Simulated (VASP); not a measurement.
Here is a VASP 6.6.1 calculation.

Contents of INCAR:

```
SYSTEM = MgB2
  ALGO = Normal
  EDIFF = 1E-6
  ENCUT = 520
  ISIF = 2
  ISMEAR = -1
  LASPH = .True.
  LCHARG = .False.
  LREAL = .False.
  LWAVE = .False.
  NBANDS = 11
  NELM = 100
  PREC = Accurate
  SIGMA = 0.05
```

Contents of KPOINTS:

```
k-points
0
Gamma
  10 10 8
  0 0 0
```

Contents of POSCAR:

```
MgB2
1.0
    3.0433056997      0.0000000000      0.0000000000
   -1.5216528499      2.6355800475      0.0000000000
    0.0000000000      0.0000000000      3.4753860551
Mg B
1 2
Direct
    0.0000000000      0.0000000000      0.0000000000
    0.6666666667      0.3333333333      0.5000000000
    0.3333333333      0.6666666667      0.5000000000
```

Potentials or basis: VASP PAW LDA potentials, release 64 (Mg, B).

Run with:

```sh
$ cat potpaw_LDA.64/Mg/POTCAR potpaw_LDA.64/B/POTCAR > POTCAR
$ mpirun -np 1 vasp_std > vasp.out
```

Predict the pressure.

-2.1 GPa.

Estimate the band gap on the k mesh.

zero (band 4 reaches 6.65 eV, above the bottom of band 5 at 4.13 eV).

Stress tensor (GPa, compression positive):
```
-1.44  0.00  0.00
 0.00 -1.44  0.00
 0.00  0.00 -3.31
```
